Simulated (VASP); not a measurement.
# Al3Zn8Ga13O32 in VASP: further runs, part 2 of 2

VASP 6.6.1.

## 3. Single point, PBEsol

INCAR

```
SYSTEM = Al3Zn8Ga13O32
ALGO = Normal ; EDIFF = 1E-6
ENCUT = 520 ; GGA = PS
ISIF = 2 ; ISMEAR = -1
ISYM = 0 ; LASPH = .True.
LCHARG = .False. ; LREAL = Auto
LWAVE = .False. ; NBANDS = 267
NELM = 60 ; PREC = Accurate
SIGMA = 0.05
```

KPOINTS

```
Automatic mesh
0
Gamma
  1 1 1
  0.25 0.25 0.25
```

POSCAR

```
Al3Zn8Ga13O32
1.0
    8.2941720806      0.0000000000      0.0000000000
    0.0000000000      8.2941720806      0.0000000000
    0.0000000000      0.0000000000      8.2941720806
Zn Ga O Al
8 13 32 3
Direct
    0.8757290000      0.3755240000      0.3760260000
    0.3738340000      0.8736070000      0.3762680000
    0.3738240000      0.3757750000      0.8741060000
    0.1238070000      0.1257500000      0.1262510000
    0.8759770000      0.8736260000      0.8741150000
    0.6259570000      0.6235910000      0.1262440000
    0.6259650000      0.1257590000      0.6240880000
    0.1240480000      0.6238510000      0.6243300000
    0.4998830000      0.9997000000      0.0001680000
    0.7514260000      0.2512090000      0.0012920000
    0.7514010000      0.0007900000      0.2516940000
    0.2483810000      0.7481550000      0.9990760000
    0.2498990000      0.2496770000      0.5001840000
    0.2498840000      0.4996820000      0.2501860000
    0.5009940000      0.2512100000      0.2517020000
    0.7498970000      0.7496900000      0.5001810000
    0.2483700000      0.9985760000      0.7486520000
    0.7498940000      0.4996850000      0.7501820000
    0.9998870000      0.7496940000      0.2501650000
    0.9998960000      0.2496820000      0.7501830000
    0.4987870000      0.7481630000      0.7486570000
    0.5114790000      0.0112800000      0.2405710000
    0.7391930000      0.2389950000      0.2394870000
    0.5114850000      0.2400870000      0.0117720000
    0.7402900000      0.0112820000      0.0117720000
    0.0096890000      0.5094820000      0.2334560000
    0.2380360000      0.7378240000      0.2378960000
    0.0088260000      0.7318650000      0.0097770000
    0.2320710000      0.5086100000      0.0097830000
    0.0088190000      0.0092880000      0.7323520000
    0.2380390000      0.2374020000      0.7383220000
    0.0096870000      0.2329620000      0.5099750000
    0.2320700000      0.0092880000      0.5091040000
    0.2621700000      0.2615410000      0.2620410000
    0.4902820000      0.4907630000      0.2680050000
    0.4902900000      0.2675090000      0.4912530000
    0.2666180000      0.4898900000      0.4903900000
    0.5094950000      0.5086090000      0.7323560000
    0.7376130000      0.7378250000      0.7383240000
    0.5095020000      0.7318690000      0.5091090000
    0.7331720000      0.5094800000      0.5099790000
    0.7617510000      0.7619660000      0.2620340000
    0.9909610000      0.9900840000      0.2680000000
    0.9901000000      0.7664100000      0.4903770000
    0.7677100000      0.9900820000      0.4912510000
    0.7617520000      0.2615380000      0.7624680000
    0.9901020000      0.4898860000      0.7668960000
    0.9909730000      0.2675120000      0.9905770000
    0.7677200000      0.4907580000      0.9905760000
    0.2605840000      0.7603820000      0.7608690000
    0.4883010000      0.9880930000      0.7597790000
    0.4883020000      0.7592930000      0.9885810000
    0.2594960000      0.9880910000      0.9885840000
    0.9998980000      0.4996860000      0.0001750000
    0.9998900000      0.9996890000      0.5001710000
    0.4998940000      0.4996900000      0.5001820000
```

Potentials or basis: VASP PAW PBE potentials, release 64 (Zn, Ga_d, O, Al).

On the command line:

```
cat potpaw_PBE.64/Zn/POTCAR potpaw_PBE.64/Ga_d/POTCAR potpaw_PBE.64/O/POTCAR potpaw_PBE.64/Al/POTCAR > POTCAR
mpirun -np 1 vasp_std > vasp.out
```

OUTCAR:

```text
SYSTEM = Al3Zn8Ga13O32
   EDIFF = 1E-6
   ENCUT = 520
   GGA = PS
   ISIF = 2
   ISMEAR = -1
   ISYM = 0
   LASPH = .True.
   LREAL = Auto
   NELM = 60
   PREC = Accurate

 ion  position               nearest neighbor table
   1  0.876  0.376  0.376-  23 1.96  41 1.97  32 1.97  26 1.97
   2  0.374  0.874  0.376-  27 1.96  40 1.97  33 1.97  22 1.97
   3  0.374  0.376  0.874-  31 1.96  38 1.97  29 1.97  24 1.97
   4  0.124  0.126  0.126-  34 1.96  43 1.97  48 1.97  53 1.97
   5  0.876  0.874  0.874-  39 1.96  30 1.97  28 1.97  25 1.97
   6  0.626  0.624  0.126-  42 1.96  49 1.97  35 1.97  52 1.97
   7  0.626  0.126  0.624-  46 1.96  45 1.97  36 1.97  51 1.97
   8  0.124  0.624  0.624-  50 1.96  44 1.97  37 1.97  47 1.97
   9  0.500  1.000  0.000-  53 2.00  24 2.00  51 2.00  22 2.00  52 2.00  25 2.00
  10  0.751  0.251  0.001-  23 1.98  46 1.98  48 1.99  49 1.99  25 1.99  24 1.99  54 2.91
  11  0.751  0.001  0.252-  23 1.98  42 1.98  45 1.99  43 1.99  25 1.99  22 1.99  55 2.91
  12  0.248  0.748  0.999-  50 1.98  27 1.98  29 1.99  28 1.99  52 1.99  53 1.99  54 2.91
  13  0.250  0.250  0.500-  31 1.98  34 1.98  32 2.00  37 2.00  33 2.00  36 2.00  55 2.93  56 2.93

  14  0.250  0.500  0.250-  34 1.98  27 1.98  26 2.00  37 2.00  35 2.00  29 2.00  54 2.93  56 2.93
[... 42 lines left out ...]
  52  0.488  0.759  0.989-   6 1.97  12 1.99  21 1.99   9 2.00
  53  0.259  0.988  0.989-   4 1.97  17 1.99  12 1.99   9 2.00
  54  1.000  0.500  0.000-  29 1.93  48 1.93  49 1.93  28 1.93  47 1.94  26 1.94  10 2.91  12 2.91
                            20 2.93  18 2.93  14 2.93  19 2.93
  55  1.000  1.000  0.500-  43 1.93  45 1.93  33 1.93  30 1.93  32 1.94  44 1.94  17 2.91  11 2.91
                            16 2.93  13 2.93  19 2.93  20 2.93
  56  0.500  0.500  0.500-  38 1.93  35 1.93  40 1.93  36 1.93  37 1.94  41 1.94  21 2.91  15 2.91
                            18 2.93  16 2.93  14 2.93  13 2.93

IMPORTANT INFORMATION: All symmetrisations will be switched off!
NOSYMM: (Re-)initialisation of all symmetry stuff for point group C_1.

----------------------------------------------------------------------------------------

                                     Primitive cell

  volume of cell :     570.5834

  direct lattice vectors                    reciprocal lattice vectors
     8.294172081  0.000000000  0.000000000     0.120566585  0.000000000  0.000000000
[... 204 lines left out ...]
 non-spin polarized calculation
  energy-cutoff  :      520.00
  volume of cell :      570.58
 maximum number of plane-waves:     15390
 NGX is ok and might be reduce to    64
   NGX = 31   NGY = 31   NGZ = 31

 number of electron     465.9999649 magnetization

 Free energy of the ion-electron system (eV)
  ---------------------------------------------------
  ext. energy  EPLUGINS =         0.00000000
  ---------------------------------------------------
  free energy    TOTEN  =      -347.37593024 eV

  energy without entropy =     -347.37593024  energy(sigma->0) =     -347.37593024

 E-fermi :   4.4423     XC(G=0): -11.9336

 val. band max:        3.1878454505   @ k =  -0.2500  -0.2500   0.2500
 cond. band min:       7.0942721766   @ k =  -0.2500  -0.2500   0.2500
 fundamental gap:      3.9064267262
 Fermi energy:         4.4423211662

 k-point     1 :       0.2500    0.2500    0.2500
  band No.  band energies     occupation
      1     -15.3752      2.00000
      2     -15.0166      2.00000
      3     -15.0157      2.00000
      4     -15.0157      2.00000
      5     -14.5210      2.00000
      6     -14.5210      2.00000
[... 981 lines left out ...]
    244      10.0206      0.00000
    245      10.2226      0.00000
 [bands above 245 left out]

------------------------ aborting loop because EDIFF is reached ----------------------------------------

  FORCE on cell =-STRESS in cart. coord.  units (eV):
  Direction    XX          YY          ZZ          XY          YZ          ZX
  --------------------------------------------------------------------------------------
  -------------------------------------------------------------------------------------
  Total        2.6458829      2.6502777      2.6451280     -1.5620951     -1.5582005     -1.5574077
  in kB        7.4295427      7.4418830      7.4274228     -4.3863062     -4.3753703     -4.3731440
  external PRESSURE =       7.4329495 kB  Pullay stress =       0.0000000 kB

 VOLUME and BASIS-vectors are now :
 -----------------------------------------------------------------------------
  energy-cutoff  :      520.00
  volume of cell :      570.58
      direct lattice vectors                 reciprocal lattice vectors
     8.294172081  0.000000000  0.000000000     0.120566585  0.000000000  0.000000000
     0.000000000  8.294172081  0.000000000     0.000000000  0.120566585  0.000000000
     0.000000000  0.000000000  8.294172081     0.000000000  0.000000000  0.120566585

 POSITION                                       TOTAL-FORCE (eV/Angst)
 -----------------------------------------------------------------------------------
      7.26345      3.11466      3.11882         0.015066      0.014703      0.014737
      3.10064      7.24585      3.12083         0.012691      0.013994      0.012496
      3.10056      3.11674      7.24999         0.012891      0.012787      0.013646
      1.02688      1.04299      1.04715        -0.013192     -0.013424     -0.013239
      7.26550      7.24600      7.25006         0.013153      0.012486      0.012932
      5.19180      5.17217      1.04709        -0.013487     -0.012498     -0.012972
[... 48 lines left out ...]
      8.29326      8.29159      4.14850         0.000258      0.000713      0.000281
      4.14621      4.14451      4.14860        -0.000165      0.000423     -0.000608
 -----------------------------------------------------------------------------------
    total drift:                                0.004280     -0.001108     -0.004548

  FREE ENERGIE OF THE ION-ELECTRON SYSTEM (eV)
  ---------------------------------------------------
  free  energy   TOTEN  =      -347.3759302436 eV

  energy  without entropy=     -347.3759302436  energy(sigma->0) =     -347.37593024
```

Wall time 25 min (1 thread of Intel Xeon Platinum 8259CL at 2.50GHz (Skylake/Cascade Lake), shared host); peak memory 0.82 GiB.

Results:

- Free energy: -347.3759 eV
- Pressure: 0.7 GPa
- Largest force: 0.041 eV/Å
- Band gap on the k mesh: 3.91 eV

Forces in eV/Å, atoms in the order of the input:
```
Zn   0.015  0.015  0.015
Zn   0.013  0.014  0.012
Zn   0.013  0.013  0.014
Zn  -0.013 -0.013 -0.013
Zn   0.013  0.012  0.013
Zn  -0.013 -0.012 -0.013
Zn  -0.013 -0.013 -0.013
Zn  -0.014 -0.015 -0.014
Ga   0.001  0.000  0.000
Ga   0.001  0.003  0.003
Ga   0.003  0.002  0.003
Ga  -0.003 -0.001 -0.003
Ga   0.002 -0.001 -0.001
Ga   0.002  0.000 -0.002
Ga   0.003  0.003  0.002
Ga  -0.001  0.001 -0.001
Ga  -0.002 -0.003 -0.002
Ga  -0.001  0.000  0.001
Ga   0.001  0.000 -0.001
Ga   0.000 -0.001  0.000
Ga  -0.003 -0.002 -0.002
O    0.005  0.005 -0.009
O   -0.012 -0.011 -0.012
O    0.004 -0.010  0.004
O   -0.011  0.005  0.005
O    0.011  0.010 -0.037
O   -0.008 -0.007 -0.010
O    0.011 -0.036  0.014
O   -0.036  0.011  0.013
O    0.010  0.013 -0.036
O   -0.009 -0.010 -0.007
O    0.010 -0.037  0.011
O   -0.034  0.013  0.010
O    0.010  0.007  0.009
O   -0.014 -0.010  0.035
O   -0.012  0.037 -0.011
O    0.038 -0.011 -0.010
O    0.012  0.011 -0.036
O   -0.010 -0.008 -0.006
O    0.014 -0.035  0.010
O   -0.037  0.010  0.011
O    0.007  0.010  0.008
O   -0.012 -0.014  0.036
O   -0.010  0.038 -0.010
O    0.036 -0.014 -0.012
O    0.008  0.008  0.009
O   -0.010 -0.011  0.039
O   -0.011  0.036 -0.013
O    0.035 -0.010 -0.014
O    0.012  0.013  0.011
O   -0.005 -0.004  0.009
O   -0.005  0.007 -0.005
O    0.009 -0.005 -0.005
Al   0.000  0.000  0.000
Al   0.000  0.001  0.000
Al   0.000  0.000 -0.001
```

Stress tensor (GPa, compression positive):
```
 0.74 -0.44 -0.44
-0.44  0.74 -0.44
-0.44 -0.44  0.74
```

Levels at points of the mesh, in eV from the valence-band top:
```csv
k point,band 230,band 231,band 232,band 233,band 234,band 235,band 236,band 237
"(0.25, 0.25, 0.25)",-0.03,-0.03,-0.01,-0.01,3.91,5.56,5.67,5.67
```

Caveat: the k points lie up to 0.76 Å⁻¹ apart; the PAW data sets were made with another functional, which shifts forces and pressure a little; a shifted mesh leaves out Γ, where band edges can lie. A k mesh can miss the band edges.
